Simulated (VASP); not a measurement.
# Si2Ge2Ir (P-6m2) in VASP: single point with PBE

Aim: the single point of Si2Ge2Ir with PBE.

Program: VASP 6.6.1. These are calculated values, not measurements. Logs are shortened: lines on timing, memory, paths and dates and some standing lists are left out, and cuts for length are marked.

## 1. The cell of the first run

It takes space group P-6m2 (No. 187, hexagonal). The conventional cell has a = 3.795 Å, b = 3.795 Å, c = 9.604 Å, α = 90.00°, β = 90.00°, γ = 120.00°. Si (site symmetry -6m2) has 3 Si at 2.19 Å within 2.9 Å. Within 2.9 Å of Si (site symmetry -6m2) lie 3 Si at 2.19 Å and 2 Ge at 2.49 Å. Within 3.1 Å of Ge (site symmetry 3m) lie 1 Ir at 2.31 Å and 1 Si at 2.49 Å. Ir (site symmetry -6m2) has 2 Ge at 2.31 Å within 3.1 Å.

The cell was generated, and may not be a known phase.

## 2. Single point, PBE

INCAR

```
SYSTEM = Si2Ge2Ir
  ALGO = Normal
  EDIFF = 1E-6
  ENCUT = 560
  GGA = PE
  GGA_COMPAT = .False.
  ISIF = 2
  ISMEAR = 0
  LASPH = .True.
  LCHARG = .False.
  LREAL = .False.
  LWAVE = .False.
  NBANDS = 34
  NELM = 120
  PREC = Accurate
  SIGMA = 0.2
```

KPOINTS

```
k-points
0
Gamma
  6 6 2
  0 0 0
```

POSCAR

```
Si2Ge2Ir
1.0
    3.7948737529      0.0000000033      0.0000000000
   -1.8974368793      3.2864570726      0.0000000000
    0.0000000000      0.0000000000      9.6041613310
Si Ge Ir
2 2 1
Direct
    0.6666666667      0.3333333333      0.5000000000
    0.3333333333      0.6666666667      0.5000000000
    0.3333333333      0.6666666667      0.2408718471
    0.3333333333      0.6666666667      0.7591281529
    0.3333333333      0.6666666667      0.0000000000
```

Potentials or basis: VASP PAW PBE potentials, release 64 (Si, Ge_d, Ir_sv_GW).

Launch:

```console
cat potpaw_PBE.64/Si/POTCAR potpaw_PBE.64/Ge_d/POTCAR potpaw_PBE.64/Ir_sv_GW/POTCAR > POTCAR
mpirun -np 1 vasp_std > vasp.out
```

OUTCAR:

```text
SYSTEM = Si2Ge2Ir
   EDIFF = 1E-6
   ENCUT = 560
   GGA = PE
   ISIF = 2
   ISMEAR = 0
   LASPH = .True.
   LREAL = .False.
   NELM = 120
   PREC = Accurate

 ion  position               nearest neighbor table
   1  0.667  0.333  0.500-   2 2.19   2 2.19   2 2.19
   2  0.333  0.667  0.500-   1 2.19   1 2.19   1 2.19   4 2.49   3 2.49
   3  0.333  0.667  0.241-   5 2.31   2 2.49
   4  0.333  0.667  0.759-   5 2.31   2 2.49
   5  0.333  0.667  0.000-   3 2.31   4 2.31

  LATTYP: Found a hexagonal cell.
 ALAT       =     3.7948737529
 C/A-ratio  =     2.5308249909

  Lattice vectors:

 A1 = (   3.7948737529,   0.0000000033,   0.0000000000)
 A2 = (  -1.8974368793,   3.2864570726,   0.0000000000)
 A3 = (   0.0000000000,   0.0000000000,   9.6041613310)

Analysis of symmetry for initial positions (statically):
=====================================================================
 Subroutine PRICEL returns:
 Original cell was already a primitive cell.

 Routine SETGRP: Setting up the symmetry group for a
 hexagonal supercell.

 Subroutine GETGRP returns: Found 12 space group operations
 (whereof 12 operations were pure point group operations)
 out of a pool of 24 trial point group operations.

The static configuration has the point symmetry D_3h.

Analysis of symmetry for dynamics (positions and initial velocities):
=====================================================================
 Subroutine PRICEL returns:
 Original cell was already a primitive cell.

 Routine SETGRP: Setting up the symmetry group for a
 hexagonal supercell.

 Subroutine GETGRP returns: Found 12 space group operations
 (whereof 12 operations were pure point group operations)
 out of a pool of 24 trial point group operations.

The dynamic configuration has the point symmetry D_3h.

 Subroutine INISYM returns: Found 12 space group operations
 (whereof 12 operations are pure point group operations),
 and found     1 'primitive' translations

----------------------------------------------------------------------------------------

                                     Primitive cell

  volume of cell :     119.7801

  direct lattice vectors                    reciprocal lattice vectors
     3.794873753  0.000000003  0.000000000     0.263513377  0.152139520  0.000000000
    -1.897436879  3.286457073  0.000000000    -0.000000000  0.304279039  0.000000000
     0.000000000  0.000000000  9.604161331     0.000000000  0.000000000  0.104121533

  length of vectors
     3.794873753  3.794873753  9.604161331     0.304279039  0.304279039  0.104121533

  position of ions in fractional coordinates (direct lattice)
     0.666666667  0.333333333  0.500000000
     0.333333333  0.666666667  0.500000000
     0.333333333  0.666666667  0.240871847
     0.333333333  0.666666667  0.759128153
     0.333333333  0.666666667  0.000000000

  ion indices of the primitive-cell ions
   primitive index   ion index
                 1           1
                 2           2
                 3           3
                 4           4
                 5           5

----------------------------------------------------------------------------------------

 KPOINTS: k-points

Automatic generation of k-mesh.
 Grid dimensions read from file:
 generate k-points for:    6    6    2

 Generating k-lattice:

  Cartesian coordinates                     Fractional coordinates (reciprocal lattice)
     0.043918896  0.025356587  0.000000000     0.166666667  0.000000000  0.000000000
    -0.000000000  0.050713173  0.000000000     0.000000000  0.166666667  0.000000000
     0.000000000  0.000000000  0.052060766     0.000000000  0.000000000  0.500000000

  Length of vectors
     0.050713173  0.050713173  0.052060766

  Shift w.r.t. Gamma in fractional coordinates (k-lattice)
     0.000000000  0.000000000  0.000000000

 Subroutine IBZKPT returns following result:
 ===========================================

 Found     14 irreducible k-points:

 Following reciprocal coordinates:
            Coordinates               Weight
  0.000000  0.000000  0.000000      1.000000
  0.166667 -0.000000  0.000000      6.000000
  0.333333 -0.000000  0.000000      6.000000
  0.500000 -0.000000  0.000000      3.000000
  0.166667  0.166667  0.000000      6.000000
  0.333333  0.166667  0.000000     12.000000
  0.333333  0.333333  0.000000      2.000000
  0.000000  0.000000  0.500000      1.000000
  0.166667 -0.000000  0.500000      6.000000
  0.333333 -0.000000  0.500000      6.000000
  0.500000 -0.000000  0.500000      3.000000
  0.166667  0.166667  0.500000      6.000000
  0.333333  0.166667  0.500000     12.000000
  0.333333  0.333333  0.500000      2.000000
   k-points           NKPTS =     14   k-points in BZ     NKDIM =     14   number of bands    NBANDS=     34
   number of dos      NEDOS =    301   number of ions     NIONS =      5
   total plane-waves  NPLWV =  72000
   dimension x,y,z NGX =    30 NGY =   30 NGZ =   80
   dimension x,y,z NGXF=    60 NGYF=   60 NGZF=  160
   ions per type =               2   2   1
   NGX,Y,Z   is equivalent  to a cutoff of  13.14, 13.14, 13.85 a.u.
   NGXF,Y,Z  is equivalent  to a cutoff of  26.28, 26.28, 27.70 a.u.
 SYSTEM =  Si2Ge2Ir
   PREC   = accura    normal or accurate (medium, high low for compatibility)
   ISTART =      0    job   : 0-new  1-cont  2-samecut
   ICHARG =      2    charge: 1-file 2-atom 10-const
   ISPIN  =      1    spin polarized calculation?
   LNONCOLLINEAR =      F non collinear calculations
   LSORBIT =      F    spin-orbit coupling
   LASPH  =      T    aspherical Exc in radial PAW
   ENCUT  =  560.0 eV  41.16 Ry    6.42 a.u.   7.32  7.32 18.53*2*pi/ulx,y,z
   NELM   =    120;   NELMIN=  2; NELMDL= -5     # of ELM steps
   EDIFF  = 0.1E-05   stopping-criterion for ELM
   LREAL  =      F    real-space projection
   EDIFFG = 0.1E-04   stopping-criterion for IOM
   NSW    =      0    number of steps for IOM
   IBRION =     -1    ionic relax: 0-MD 1-quasi-New 2-CG
   NFREE  =      0    steps in history (QN), initial steepest desc. (CG)
   ISIF   =      2    stress and relaxation
   ISYM   =      2    0-nonsym 1-usesym 2-fastsym
   POTIM  = 0.5000    time-step for ionic-motion
   TEBEG  =    0.0;   TEEND  =   0.0 temperature during run
   PSTRESS=    0.0 pullay stress
   NELECT =      53.0000    total number of electrons
   NUPDOWN=      -1.0000    fix difference up-down
   EMIN   =  10.00;   EMAX   =-10.00  energy-range for DOS
   EFERMI =   0.00;   METHOD = LEGACY
   ISMEAR =     0;   SIGMA  =   0.20  broadening in eV -4-tet -1-fermi 0-gaus
   EFERMI_NEDOS =   21; number of points for ismear=-14 and -15
   IALGO  =     38    algorithm
   IMIX   =      4    mixing-type and parameters
     AMIX     =   0.40;   BMIX     =  1.00
     AMIX_MAG =   1.60;   BMIX_MAG =  1.00
  volume/ion in A,a.u.               =      23.96       161.66
  Fermi-wavevector in a.u.,A,eV,Ry     =   1.247494  2.357422 21.173955  1.556242
  Thomas-Fermi vector in A             =   2.381624
   LORBIT       =      0    0 simple, 1 ext, 2 COOP (PROOUT), +10 PAW based schemes
   GGA     = PE    functional components
   LHFCALC =     F    Hartree Fock is set to
   AEXX    =    0.0000 exact exchange contribution
   IVDW    =     0    specifies the selected vdW correction
   LEPSILON=     F    determine dielectric tensor
   LRPA    =     F    only Hartree local field effects (RPA)
 non-spin polarized calculation
 Gauss-broadening in eV      SIGMA  =   0.20
  energy-cutoff  :      560.00
  volume of cell :      119.78
 maximum number of plane-waves:      3631
 NGX is ok and might be reduce to    30
   NGX = 15   NGY = 15   NGZ = 37

 number of electron      53.0000015 magnetization

 Free energy of the ion-electron system (eV)
  ---------------------------------------------------
  ext. energy  EPLUGINS =         0.00000000
  ---------------------------------------------------
  free energy    TOTEN  =       -24.08210517 eV

  energy without entropy =      -24.01885589  energy(sigma->0) =      -24.05048053

 E-fermi :   4.5288     XC(G=0):  -9.6326

 val. band max:        4.5110843135   @ k =   0.3333   0.3333   0.0000
 cond. band min:       4.5577805816   @ k =   0.5000  -0.0000   0.0000
 fundamental gap:      0.0466962681
 Fermi energy:         4.5287786696

 k-point     1 :       0.0000    0.0000    0.0000
  band No.  band energies     occupation
      1     -86.6960      2.00000
      2     -44.0377      2.00000
      3     -43.3216      2.00000
      4     -43.3216      2.00000
      5     -20.4052      2.00000
      6     -20.4052      2.00000
[... 26 lines left out ...]
     33       7.9602      0.00000
     34       7.9602      0.00000

 k-point     2 :       0.1667   -0.0000    0.0000
  band No.  band energies     occupation
      1     -86.6959      2.00000
      2     -44.0376      2.00000
      3     -43.3237      2.00000
      4     -43.3222      2.00000
      5     -20.4053      2.00000
      6     -20.4053      2.00000
[... 26 lines left out ...]
     33       8.0542      0.00000
     34       8.1245      0.00000

 k-point     3 :       0.3333   -0.0000    0.0000
  band No.  band energies     occupation
      1     -86.6957      2.00000
      2     -44.0371      2.00000
      3     -43.3282      2.00000
      4     -43.3232      2.00000
      5     -20.4055      2.00000
      6     -20.4055      2.00000
[... 26 lines left out ...]
     33       9.5005      0.00000
     34      10.3248      0.00000
[... 334 lines left out ...]
 k-point    13 :       0.3333    0.1667    0.5000
  band No.  band energies     occupation
      1     -86.6957      2.00000
      2     -44.0368      2.00000
      3     -43.3295      2.00000
      4     -43.3252      2.00000
      5     -20.4042      2.00000
      6     -20.4042      2.00000
[... 26 lines left out ...]
     33       7.6080      0.00000
     34       9.0083      0.00000

 k-point    14 :       0.3333    0.3333    0.5000
  band No.  band energies     occupation
      1     -86.6956      2.00000
      2     -44.0366      2.00000
      3     -43.3280      2.00000
      4     -43.3280      2.00000
      5     -20.4010      2.00000
      6     -20.4010      2.00000
[... 26 lines left out ...]
     33       8.1926      0.00000
     34       9.2303      0.00000

------------------------ aborting loop because EDIFF is reached ----------------------------------------

  FORCE on cell =-STRESS in cart. coord.  units (eV):
  Direction    XX          YY          ZZ          XY          YZ          ZX
  --------------------------------------------------------------------------------------
  -------------------------------------------------------------------------------------
  Total        0.1014185      0.1014185      0.1492208      0.0000000     -0.0000000      0.0000000
  in kB        1.3565731      1.3565731      1.9959759      0.0000000     -0.0000000      0.0000000
  external PRESSURE =       1.5697074 kB  Pullay stress =       0.0000000 kB

 VOLUME and BASIS-vectors are now :
 -----------------------------------------------------------------------------
  energy-cutoff  :      560.00
  volume of cell :      119.78
      direct lattice vectors                 reciprocal lattice vectors
     3.794873753  0.000000003  0.000000000     0.263513377  0.152139520  0.000000000
    -1.897436879  3.286457073  0.000000000    -0.000000000  0.304279039  0.000000000
     0.000000000  0.000000000  9.604161331     0.000000000  0.000000000  0.104121533

 POSITION                                       TOTAL-FORCE (eV/Angst)
 -----------------------------------------------------------------------------------
      1.89744      1.09549      4.80208         0.000000      0.000000      0.000000
     -0.00000      2.19097      4.80208        -0.000000      0.000000      0.000000
     -0.00000      2.19097      2.31337         0.000000      0.000000      0.010679
     -0.00000      2.19097      7.29079        -0.000000      0.000000     -0.010679
     -0.00000      2.19097      0.00000        -0.000000     -0.000000      0.000000
 -----------------------------------------------------------------------------------
    total drift:                                0.000001     -0.000001     -0.000000

  FREE ENERGIE OF THE ION-ELECTRON SYSTEM (eV)
  ---------------------------------------------------
  free  energy   TOTEN  =       -24.0821051654 eV

  energy  without entropy=      -24.0188558918  energy(sigma->0) =      -24.05048053
```

Wall time 3.8 min (1 thread of AMD EPYC, shared host); peak memory 0.26 GiB.

Results:

```yaml
Free_energy: -24.0821 eV
Pressure: 0.2 GPa
Largest_force: 0.011 eV/Å
Band_gap_on_the_k_mesh: zero (an odd number of electrons rules out a gap without spin polarisation)
```

Forces in eV/Å, atoms in the order of the input:
```
Si   0.000  0.000  0.000
Si   0.000  0.000  0.000
Ge   0.000  0.000  0.011
Ge   0.000  0.000 -0.011
Ir   0.000  0.000  0.000
```

Levels at points of the mesh, in eV from the Fermi level:
| k point | band 23 | band 24 | band 25 | band 26 | band 27 | band 28 | band 29 | band 30 |
| --- | --- | --- | --- | --- | --- | --- | --- | --- |
| (0.00, 0.00, 0.00) | -1.66 | -1.66 | -0.87 | -0.87 | 0.97 | 1.77 | 1.77 | 2.89 |
| (0.50, 0.00, 0.00) | -1.92 | -1.85 | -1.65 | -1.51 | -0.04 | 0.03 | 0.98 | 1.94 |
| (0.00, 0.00, 0.50) | -1.60 | -0.87 | -0.87 | -0.79 | 0.91 | 1.65 | 1.87 | 1.87 |
| (0.50, 0.00, 0.50) | -1.85 | -1.71 | -0.51 | -0.04 | 0.30 | 0.45 | 0.54 | 1.05 |

Caveat: spin-orbit coupling is left out, which moves the levels of the heavy elements; an odd number of electrons without spin polarisation forces a metal; a magnetic or distorted state may lie lower.

The gap in the log of VASP goes by the Fermi energy; the results here count the filled bands.